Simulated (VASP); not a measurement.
# P (R-3) in VASP: further runs, part 2 of 2

VASP 6.6.1.

### Step 3. Single point, PBE

This run uses another cell than the first one, of 14.20 Å³/atom.

The input, INCAR:

```
PREC = Accurate ; ENCUT = 520
EDIFF = 1E-7 ; ISMEAR = 0
SIGMA = 0.1 ; LREAL = F
LASPH = T ; NELM = 100
ALGO = Normal ; ISIF = 2
LWAVE = F ; LCHARG = F
GGA = PE ; NBANDS = 26
```

The input, KPOINTS:

```
Automatic mesh
0
Gamma
  6 6 6
```

The input, POSCAR:

```
P
1.0
    2.8324292800      1.6353038100      3.5778263000
   -2.8324292800      1.6353038100      3.5778263000
    0.0000000000     -3.2706076200      3.5778263000
P
7
Direct
    0.4157399000      0.1401304800      0.8131323700
    0.8131323700      0.4157399000      0.1401304800
    0.1401304800      0.8131323700      0.4157399000
    0.5842601000      0.8598695200      0.1868676300
    0.1868676300      0.5842601000      0.8598695200
    0.8598695200      0.1868676300      0.5842601000
    0.0000000000      0.0000000000      0.0000000000
```

Potentials or basis: VASP PAW PBE potentials, release 64 (P).

Command:

```console
> cat potpaw_PBE.64/P/POTCAR > POTCAR
> mpirun -np 1 vasp_std > vasp.out
```

OUTCAR:

```text
PREC = Accurate
   ENCUT = 520
   EDIFF = 1E-7
   ISMEAR = 0
   LREAL = F
   LASPH = T
   NELM = 100
   ISIF = 2
   GGA = PE

 ion  position               nearest neighbor table
   1  0.416  0.140  0.813-   4 2.11   5 2.13   6 2.13   7 2.16
   2  0.813  0.416  0.140-   5 2.11   4 2.13   6 2.13   7 2.16
   3  0.140  0.813  0.416-   6 2.11   4 2.13   5 2.13   7 2.16
   4  0.584  0.860  0.187-   1 2.11   2 2.13   3 2.13   7 2.16
   5  0.187  0.584  0.860-   2 2.11   1 2.13   3 2.13   7 2.16
   6  0.860  0.187  0.584-   3 2.11   1 2.13   2 2.13   7 2.16
   7  0.000  0.000  0.000-   2 2.16   5 2.16   3 2.16   6 2.16   1 2.16   4 2.16

  LATTYP: Found a trigonal (rhomboedric) cell.
 ALAT       =     4.8474441964
 COS(alpha) =     0.3171544067

  Lattice vectors:

 A1 = (   2.8324292800,   1.6353038100,   3.5778263000)
 A2 = (  -2.8324292800,   1.6353038100,   3.5778263000)
 A3 = (   0.0000000000,  -3.2706076200,   3.5778263000)

Analysis of symmetry for initial positions (statically):
=====================================================================
 Subroutine PRICEL returns:
[... 179 lines left out ...]
  energy without entropy =      -32.26098824  energy(sigma->0) =      -32.26863791

 E-fermi :  10.2978     XC(G=0): -11.0954

 val. band max:       10.2920009118   @ k =   0.1667   0.1667   0.1667
 cond. band min:      10.3000165619   @ k =   0.5000   0.5000   0.0000
 fundamental gap:      0.0080156501
 Fermi energy:        10.2977697319

 k-point     1 :       0.0000    0.0000    0.0000
  band No.  band energies     occupation
      1      -8.4679      2.00000
      2      -2.4062      2.00000
      3      -2.4062      2.00000
      4      -2.3464      2.00000
      5      -2.3464      2.00000
      6      -1.4806      2.00000
[... 685 lines left out ...]
     25      14.4175      0.00000
     26      14.7576      0.00000

 [... further k-points ...]
[... 5 lines left out ...]
  --------------------------------------------------------------------------------------
  -------------------------------------------------------------------------------------
  Total       24.1438099     24.1438099     20.3245277      0.0000004      0.0000000     -0.0000000
  in kB      389.0347164    389.0347177    327.4937510      0.0000063      0.0000000     -0.0000000
  external PRESSURE =     368.5210617 kB  Pullay stress =       0.0000000 kB

 VOLUME and BASIS-vectors are now :
 -----------------------------------------------------------------------------
  energy-cutoff  :      520.00
  volume of cell :       99.43
      direct lattice vectors                 reciprocal lattice vectors
     2.832429280  1.635303810  3.577826300     0.176526914  0.101917861  0.093166438
    -2.832429280  1.635303810  3.577826300    -0.176526914  0.101917861  0.093166438
     0.000000000 -3.270607620  3.577826300     0.000000000 -0.203835722  0.093166438

 POSITION                                       TOTAL-FORCE (eV/Angst)
 -----------------------------------------------------------------------------------
      0.78064     -1.75042      4.89805         0.880899      1.264162     -1.275123
      1.12559      1.55127      4.89805        -1.535246      0.130800     -1.275123
     -1.90623      0.19915      4.89805         0.654346     -1.394962     -1.275123
     -0.78064      1.75042      5.83542        -0.880899     -1.264162      1.275123
     -1.12559     -1.55127      5.83542         1.535246     -0.130800      1.275123
      1.90623     -0.19915      5.83542        -0.654346      1.394962      1.275123
      0.00000      0.00000      0.00000        -0.000000     -0.000000     -0.000000
 -----------------------------------------------------------------------------------
    total drift:                               -0.000000      0.000000     -0.000000

  FREE ENERGIE OF THE ION-ELECTRON SYSTEM (eV)
  ---------------------------------------------------
  free  energy   TOTEN  =       -32.2762875727 eV

  energy  without entropy=      -32.2609882378  energy(sigma->0) =      -32.26863791
```

OSZICAR:

```text
N       E                     dE             d eps       ncg     rms          rms(c)
DAV:   1     0.133330425568E+03    0.13333E+03   -0.15301E+04  2080   0.117E+03
DAV:   2    -0.239107958878E+02   -0.15724E+03   -0.15040E+03  2592   0.204E+02
DAV:   3    -0.327441315157E+02   -0.88333E+01   -0.86397E+01  2776   0.456E+01
DAV:   4    -0.328992983802E+02   -0.15517E+00   -0.15437E+00  2624   0.679E+00
DAV:   5    -0.329024430104E+02   -0.31446E-02   -0.31415E-02  2710   0.913E-01    0.200E+01
DAV:   6    -0.323911781151E+02    0.51126E+00   -0.69123E-01  2494   0.381E+00    0.119E+01
DAV:   7    -0.322825018249E+02    0.10868E+00   -0.48157E-01  2592   0.307E+00    0.170E+00
DAV:   8    -0.322764139208E+02    0.60879E-02   -0.57550E-02  2480   0.126E+00    0.515E-01
DAV:   9    -0.322762707769E+02    0.14314E-03   -0.53182E-03  2676   0.384E-01    0.179E-01
DAV:  10    -0.322762704622E+02    0.31471E-06   -0.46467E-04  2580   0.103E-01    0.891E-02
DAV:  11    -0.322762834849E+02   -0.13023E-04   -0.28242E-05  2642   0.298E-02    0.268E-02
DAV:  12    -0.322762869316E+02   -0.34467E-05   -0.45107E-06  2526   0.122E-02    0.879E-03
DAV:  13    -0.322762876229E+02   -0.69132E-06   -0.98204E-07  2498   0.550E-03    0.142E-03
DAV:  14    -0.322762875727E+02    0.50182E-07   -0.84090E-08  1358   0.167E-03
   1 F= -.32276288E+02 E0= -.32268638E+02  d E =-.152993E-01
```

stdout:

```text
POSCAR found type information on POSCAR P
 POSCAR found :  1 types and       7 ions
 scaLAPACK will be used
 LDA part: xc-table for (Slater+PW92), standard interpolation
 POSCAR, INCAR and KPOINTS ok, starting setup
 FFT: planning ... GRIDC
 FFT: planning ... GRID_SOFT
 FFT: planning ... GRID
 WAVECAR not read
 entering main loop
```

Wall time 44 s (1 thread of Intel Xeon 6975P-C (Granite Rapids), shared host); peak memory 0.22 GiB.

Results:

```yaml
Free_energy: -32.2763 eV
Pressure: 36.9 GPa
Largest_force: 2.000 eV/Å
Band_gap_on_the_k_mesh: zero (an odd number of electrons rules out a gap without spin polarisation)
```

Forces in eV/Å, atoms in the order of the input:
```
P    0.881  1.264 -1.275
P   -1.535  0.131 -1.275
P    0.654 -1.395 -1.275
P   -0.881 -1.264  1.275
P    1.535 -0.131  1.275
P   -0.654  1.395  1.275
P    0.000  0.000  0.000
```

Caveat: the stress differs along the axes, from 33 to 39 GPa; an odd number of electrons without spin polarisation forces a metal; a magnetic or distorted state may lie lower.

### Step 4. Relaxation of cell and atoms, PBE

This run uses another cell than the first one, of 14.20 Å³/atom.

The input, INCAR:

```
SYSTEM = P
PREC     = Accurate       ! precision mode
ENCUT    = 600            ! plane-wave cutoff, eV
EDIFF    = 1E-6           ! SCF threshold, eV
ISMEAR   = 0              ! smearing method
SIGMA    = 0.1            ! smearing width, eV
LREAL    = .False.        ! projectors in reciprocal space
LASPH    = .True.         ! aspherical terms in the spheres
NELM     = 60             ! most SCF steps
ALGO     = Normal         ! electronic algorithm
ISIF     = 3              ! what is computed and relaxed
LWAVE    = .False.        ! write WAVECAR
LCHARG   = .False.        ! write CHGCAR
GGA      = PE             ! functional
IBRION   = 2              ! ionic algorithm
NSW      = 90             ! ionic steps
EDIFFG   = -0.04          ! ionic threshold
```

The input, KPOINTS:

```
Automatic mesh
0
Gamma
  6 6 6
  0 0 0
```

POSCAR is that of step 3.

Potentials or basis: VASP PAW PBE potentials, release 64 (P).

Command:

```console
> cat potpaw_PBE.64/P/POTCAR > POTCAR
> mpirun -np 1 vasp_std > vasp.out
```

OUTCAR:

```text
SYSTEM = P
   PREC = Accurate
   ENCUT = 600
   EDIFF = 1E-6
   ISMEAR = 0
   LREAL = .False.
   LASPH = .True.
   NELM = 60
   ISIF = 3
   GGA = PE
   IBRION = 2
   NSW = 90
   EDIFFG = -0.04

 ion  position               nearest neighbor table
   1  0.416  0.140  0.813-   4 2.11   5 2.13   6 2.13   7 2.16
   2  0.813  0.416  0.140-   5 2.11   4 2.13   6 2.13   7 2.16
   3  0.140  0.813  0.416-   6 2.11   4 2.13   5 2.13   7 2.16
   4  0.584  0.860  0.187-   1 2.11   2 2.13   3 2.13   7 2.16
   5  0.187  0.584  0.860-   2 2.11   1 2.13   3 2.13   7 2.16
   6  0.860  0.187  0.584-   3 2.11   1 2.13   2 2.13   7 2.16
   7  0.000  0.000  0.000-   2 2.16   5 2.16   3 2.16   6 2.16   1 2.16   4 2.16

  LATTYP: Found a trigonal (rhomboedric) cell.
 ALAT       =     4.8474441964
 COS(alpha) =     0.3171544067

  Lattice vectors:

 A1 = (   2.8324292800,   1.6353038100,   3.5778263000)
 A2 = (  -2.8324292800,   1.6353038100,   3.5778263000)
 A3 = (   0.0000000000,  -3.2706076200,   3.5778263000)

Analysis of symmetry for initial positions (statically):
=====================================================================
 Subroutine PRICEL returns:
 Original cell was already a primitive cell.

 Routine SETGRP: Setting up the symmetry group for a
 trigonal (rhombohedral) supercell.

 Subroutine GETGRP returns: Found  6 space group operations
 (whereof  6 operations were pure point group operations)
 out of a pool of 12 trial point group operations.

The static configuration has the point symmetry S_6 .

Analysis of symmetry for dynamics (positions and initial velocities):
=====================================================================
 Subroutine PRICEL returns:
 Original cell was already a primitive cell.

 Routine SETGRP: Setting up the symmetry group for a
 trigonal (rhombohedral) supercell.

 Subroutine GETGRP returns: Found  6 space group operations
 (whereof  6 operations were pure point group operations)
 out of a pool of 12 trial point group operations.

The dynamic configuration has the point symmetry S_6 .

 Subroutine INISYM returns: Found  6 space group operations
 (whereof  6 operations are pure point group operations),
 and found     1 'primitive' translations

----------------------------------------------------------------------------------------

                                     Primitive cell

  volume of cell :      99.4324

  direct lattice vectors                    reciprocal lattice vectors
     2.832429280  1.635303810  3.577826300     0.176526914  0.101917861  0.093166438
    -2.832429280  1.635303810  3.577826300    -0.176526914  0.101917861  0.093166438
     0.000000000 -3.270607620  3.577826300     0.000000000 -0.203835722  0.093166438

  length of vectors
     4.847444194  4.847444194  4.847444196     0.224118243  0.224118243  0.224118243

  position of ions in fractional coordinates (direct lattice)
     0.415739900  0.140130480  0.813132370
     0.813132370  0.415739900  0.140130480
     0.140130480  0.813132370  0.415739900
     0.584260100  0.859869520  0.186867630
     0.186867630  0.584260100  0.859869520
     0.859869520  0.186867630  0.584260100
     0.000000000  0.000000000  0.000000000

  ion indices of the primitive-cell ions
   primitive index   ion index
                 1           1
                 2           2
                 3           3
                 4           4
                 5           5
                 6           6
                 7           7

----------------------------------------------------------------------------------------

 KPOINTS: Automatic mesh

Automatic generation of k-mesh.
 Grid dimensions read from file:
 generate k-points for:    6    6    6

 Generating k-lattice:

  Cartesian coordinates                     Fractional coordinates (reciprocal lattice)
     0.029421152  0.016986310  0.015527740     0.166666667 -0.000000000 -0.000000000
    -0.029421152  0.016986310  0.015527740    -0.000000000  0.166666667 -0.000000000
     0.000000000 -0.033972620  0.015527740    -0.000000000 -0.000000000  0.166666667

  Length of vectors
     0.037353041  0.037353041  0.037353041

  Shift w.r.t. Gamma in fractional coordinates (k-lattice)
     0.000000000  0.000000000  0.000000000

 Subroutine IBZKPT returns following result:
 ===========================================

 Found     40 irreducible k-points:

 Following reciprocal coordinates:
            Coordinates               Weight
  0.000000  0.000000  0.000000      1.000000
  0.166667  0.000000  0.000000      6.000000
  0.333333  0.000000  0.000000      6.000000
  0.500000  0.000000  0.000000      3.000000
  0.166667  0.166667  0.000000      6.000000
  0.333333  0.166667  0.000000      6.000000
[... 16 lines left out ...]
  0.333333  0.333333  0.166667      6.000000
  0.500000  0.333333  0.166667      6.000000
 [... further k-points ...]
   k-points           NKPTS =     40   k-points in BZ     NKDIM =     40   number of bands    NBANDS=     21
   number of dos      NEDOS =    301   number of ions     NIONS =      7
   total plane-waves  NPLWV =  64000
   dimension x,y,z NGX =    40 NGY =   40 NGZ =   40
   dimension x,y,z NGXF=    80 NGYF=   80 NGZF=   80
   ions per type =               7
   NGX,Y,Z   is equivalent  to a cutoff of  13.72, 13.72, 13.72 a.u.
   NGXF,Y,Z  is equivalent  to a cutoff of  27.44, 27.44, 27.44 a.u.
 SYSTEM =  P
   PREC   = accura    normal or accurate (medium, high low for compatibility)
   ISTART =      0    job   : 0-new  1-cont  2-samecut
   ICHARG =      2    charge: 1-file 2-atom 10-const
   ISPIN  =      1    spin polarized calculation?
   LNONCOLLINEAR =      F non collinear calculations
   LSORBIT =      F    spin-orbit coupling
   LASPH  =      T    aspherical Exc in radial PAW
   ENCUT  =  600.0 eV  44.10 Ry    6.64 a.u.   9.68  9.68  9.68*2*pi/ulx,y,z
   NELM   =     60;   NELMIN=  2; NELMDL= -5     # of ELM steps
   EDIFF  = 0.1E-05   stopping-criterion for ELM
   LREAL  =      F    real-space projection
   EDIFFG = -.4E-01   stopping-criterion for IOM
   NSW    =     90    number of steps for IOM
   IBRION =      2    ionic relax: 0-MD 1-quasi-New 2-CG
   NFREE  =      1    steps in history (QN), initial steepest desc. (CG)
   ISIF   =      3    stress and relaxation
   ISYM   =      2    0-nonsym 1-usesym 2-fastsym
   POTIM  = 0.5000    time-step for ionic-motion
   TEBEG  =    0.0;   TEEND  =   0.0 temperature during run
   PSTRESS=    0.0 pullay stress
   NELECT =      35.0000    total number of electrons
   NUPDOWN=      -1.0000    fix difference up-down
   EMIN   =  10.00;   EMAX   =-10.00  energy-range for DOS
   EFERMI =   0.00;   METHOD = LEGACY
   ISMEAR =     0;   SIGMA  =   0.10  broadening in eV -4-tet -1-fermi 0-gaus
   EFERMI_NEDOS =   21; number of points for ismear=-14 and -15
   IALGO  =     38    algorithm
   IMIX   =      4    mixing-type and parameters
     AMIX     =   0.40;   BMIX     =  1.00
     AMIX_MAG =   1.60;   BMIX_MAG =  1.00
  volume/ion in A,a.u.               =      14.20        95.86
  Fermi-wavevector in a.u.,A,eV,Ry     =   1.155903  2.184341 18.178913  1.336112
  Thomas-Fermi vector in A             =   2.292528
   LORBIT       =      0    0 simple, 1 ext, 2 COOP (PROOUT), +10 PAW based schemes
   GGA     = PE    functional components
   LHFCALC =     F    Hartree Fock is set to
   AEXX    =    0.0000 exact exchange contribution
   IVDW    =     0    specifies the selected vdW correction
   LEPSILON=     F    determine dielectric tensor
   LRPA    =     F    only Hartree local field effects (RPA)
 conjugate gradient relaxation of ions
 non-spin polarized calculation
 Gauss-broadening in eV      SIGMA  =   0.10
  energy-cutoff  :      600.00
  volume of cell :       99.43
 maximum number of plane-waves:      3356
   NGX = 19   NGY = 19   NGZ = 19

--------------------------------------- Ionic step        1  -------------------------------------------

 number of electron      34.9999998 magnetization

 Free energy of the ion-electron system (eV)
  ---------------------------------------------------
  ext. energy  EPLUGINS =         0.00000000
  ---------------------------------------------------
  free energy    TOTEN  =       -32.27907157 eV

  energy without entropy =      -32.26377217  energy(sigma->0) =      -32.27142187

 E-fermi :  10.2975     XC(G=0): -11.0954

 val. band max:       10.2917917564   @ k =   0.1667   0.1667   0.1667
 cond. band min:      10.2997621079   @ k =   0.5000   0.5000   0.0000
 fundamental gap:      0.0079703515
 Fermi energy:        10.2975392794
[... 1278 lines left out ...]
     20       8.2899      0.00000
     21       8.9636      0.00000

 [... further k-points ...]

[... ionic steps 4 to 9 ...]

--------------------------------------- Ionic step       10  -------------------------------------------

 number of electron      34.9999997 magnetization

------------------------ aborting loop because EDIFF is reached ----------------------------------------
[... 77 lines left out ...]
--------------------------------------- Ionic step       12  -------------------------------------------

 number of electron      34.9999997 magnetization

 Free energy of the ion-electron system (eV)
  ---------------------------------------------------
  ext. energy  EPLUGINS =         0.00000000
  ---------------------------------------------------
  free energy    TOTEN  =       -35.97399172 eV

  energy without entropy =      -35.95727914  energy(sigma->0) =      -35.96563543

 E-fermi :   6.6804     XC(G=0):  -9.9886

 val. band max:        6.6558072329   @ k =  -0.3333   0.5000   0.3333
 cond. band min:       6.7072990528   @ k =   0.5000   0.1667   0.0000
 fundamental gap:      0.0514918199
 Fermi energy:         6.6803730898
[... 610 lines left out ...]
  FREE ENERGIE OF THE ION-ELECTRON SYSTEM (eV)
  ---------------------------------------------------
  free  energy   TOTEN  =       -35.9739917232 eV

  energy  without entropy=      -35.9572791437  energy(sigma->0) =      -35.96563543

 reached required accuracy - stopping structural energy minimisation
```

Run time: 6.8 min. Hardware: 1 thread of Intel Xeon 6975P-C (Granite Rapids), shared host; peak memory 0.27 GiB.

What came out:

```yaml
Free_energy: -35.9740 eV
Relaxed_volume: 18.45 Å³/atom
Relaxed_cell: a = 5.511 Å, b = 5.511 Å, c = 5.511 Å, α = 64.17°, β = 64.17°, γ = 64.17°
Space_group_after_relaxing_to_0.1_Å: R-3 (No. 148)
Energy_gained_by_relaxing: 527.8 meV/atom
Ionic_steps: 12
Pressure_after_relaxing: 0.0 GPa
Largest_force_after_relaxing: 0.034 eV/Å
Band_gap_on_the_k_mesh: zero (an odd number of electrons rules out a gap without spin polarisation)
```

Forces on the atoms (eV/Å):
```
P    0.034 -0.004  0.000
P   -0.013  0.032  0.000
P   -0.021 -0.027  0.000
P   -0.034  0.004  0.000
P    0.013 -0.032  0.000
P    0.021  0.027  0.000
P    0.000  0.000  0.000
```

The path:
```tsv
step	energy change (eV)	largest force (eV/Å)	pressure (GPa)	volume (Å³)
1	0.0000	1.9993	36.87	99.43
2	-1.9072	1.1712	-9.92	154.25
3	-2.9648	0.8040	-0.19	128.61
4	-2.9645	0.8047	0.19	127.98
5	-3.2449	0.6476	-0.18	129.43
6	-3.5727	0.6032	-0.07	133.22
7	-3.5802	0.4631	-0.17	132.76
8	-3.6500	0.2176	-1.23	132.70
9	-3.6636	0.2689	-1.84	132.64
10	-3.6939	0.0699	0.04	129.04
11	-3.6939	0.0711	0.02	129.08
12	-3.6949	0.0344	0.04	129.18
```

Final structure:
```yaml
crystal:
  lattice:
    - [2.92716, 1.68999, 4.35238]
    - [-2.92716, 1.68999, 4.35238]
    - [0.00000, -3.37999, 4.35238]
  atoms:
    - { symbol: P, position: [0.44849, 0.11385, 0.79412] }
    - { symbol: P, position: [0.79412, 0.44849, 0.11385] }
    - { symbol: P, position: [0.11385, 0.79412, 0.44849] }
    - { symbol: P, position: [0.55151, 0.88615, 0.20588] }
    - { symbol: P, position: [0.20588, 0.55151, 0.88615] }
    - { symbol: P, position: [0.88615, 0.20588, 0.55151] }
    - { symbol: P, position: [0.00000, 0.00000, 0.00000] }
```

Caveat: the volume moved by over 15 % at a fixed basis, so the end points are rough; an odd number of electrons without spin polarisation forces a metal; a magnetic or distorted state may lie lower.

### Step 5. Summary

```tsv
task	cell	cutoff (eV)	gap on the mesh (eV)	pressure (GPa)	largest force (eV/Å)
single point	a = 5.482 Å, angles 64.7°, 7 atoms, atomic positions A	520	none	0.0	0.06
single point	a = 4.847 Å, angles 71.5°, 7 atoms, atomic positions B	520	none	36.9	2.00
relaxation of cell and atoms	relaxed from a = 4.847 Å, angles 71.5°, 7 atoms, atomic positions B	600	none	0.0	0.03
```

Alike in all rows: level PBE; potentials or basis VASP PAW PBE potentials, release 64 (P); no spin polarisation; k mesh 6 × 6 × 6; smearing gaussian 0.1 eV.

Caveats: an odd number of electrons without spin polarisation forces a metal; a magnetic or distorted state may lie lower; the stress differs along the axes, from 33 to 39 GPa (at least some runs); the volume moved by over 15 % at a fixed basis, so the end points are rough (at least some runs).

Absolute energies hang on the potentials; compare differences alone.

The gap in the log of VASP goes by the Fermi energy; the results here count the filled bands.